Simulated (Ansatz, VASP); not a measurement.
Ba: VASP beside Ansatz

```
CELL_PARAMETERS angstrom
1.95500 -3.65000 -0.05475
1.95500 3.65000 0.05475
0.00000 0.08550 5.70000
ATOMIC_POSITIONS crystal
Ba 0.00000 0.00000 0.00000
```

Change from the starting cell: strain +0.0300 x Voigt [0, 0, 0, 1, 0, 0], atoms carried along.

Alike in both runs: task single point; functional LDA; k mesh 14 × 14 × 8; occupations gaussian, width 0.15 eV; no spin polarisation.

|  | VASP | Ansatz |
| --- | --- | --- |
| version | VASP 6.6.1 | Ansatz 0.2.0 |
| potentials or method | VASP PAW LDA potentials, release 64 (Ba_sv), cutoff 520 eV | scalar-relativistic, plane waves, PAW |
| valence electrons in the cell | 10 | 10 |

|  | VASP | Ansatz | Ansatz less VASP |
| --- | --- | --- | --- |
| gap on the k mesh at the Fermi level (eV) | none | none | - |
| pressure (GPa) | -0.3 | -0.3 | -0.02 |
| traceless stress, the component that is largest in VASP (GPa) | -1.97 | -1.93 | +0.040 |

LDA's correlation is that of Perdew and Zunger in VASP and of Perdew and Wang (1992) in Ansatz. A gap of «none» marks a metal or a gap that the smearing closes.

Spin-orbit coupling is off throughout.
